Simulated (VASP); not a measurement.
**Pd: single point with PBE**

The system is Pd.

```
Pd
1.0
     0.00000    1.97201    1.97201
     1.97201    0.00000    1.97201
     1.97201    1.97201    0.00000
Pd
1
Direct
  0.00000 0.00000 0.00000
```

```yaml
Program: VASP 6.6.1
Task: single point
Functional: PBE
Potentials_or_basis: VASP PAW PBE potentials, release 64 (Pd)
Cutoff: 520 eV
k_mesh: 14 × 14 × 14
Occupations: fermi-dirac, width 0.05 eV
Spin: no spin polarisation
```

```json
{"Pressure": "-0.2 GPa", "Band gap on the k mesh": "zero (band 5 reaches 9.41 eV, above the bottom of band 6 at 7.92 eV)"}
```

Levels at points of the mesh, in eV from the Fermi level:
| k point | band 2 | band 3 | band 4 | band 5 | band 6 | band 7 | band 8 | band 9 |
| --- | --- | --- | --- | --- | --- | --- | --- | --- |
| (0.00, 0.00, 0.00) | -2.67 | -2.67 | -2.67 | -1.16 | -1.16 | 17.16 | 21.72 | 21.72 |
| (0.50, 0.00, 0.00) | -2.71 | -2.71 | -0.03 | -0.03 | 1.10 | 7.01 | 16.51 | 20.72 |
| (0.50, 0.50, 0.00) | -4.80 | -0.06 | 0.26 | 0.26 | 3.35 | 10.37 | 12.99 | 12.99 |

Wall time 23 s on 1 thread of Intel Xeon 8259CL (shared host), peak memory 0.15 GiB.
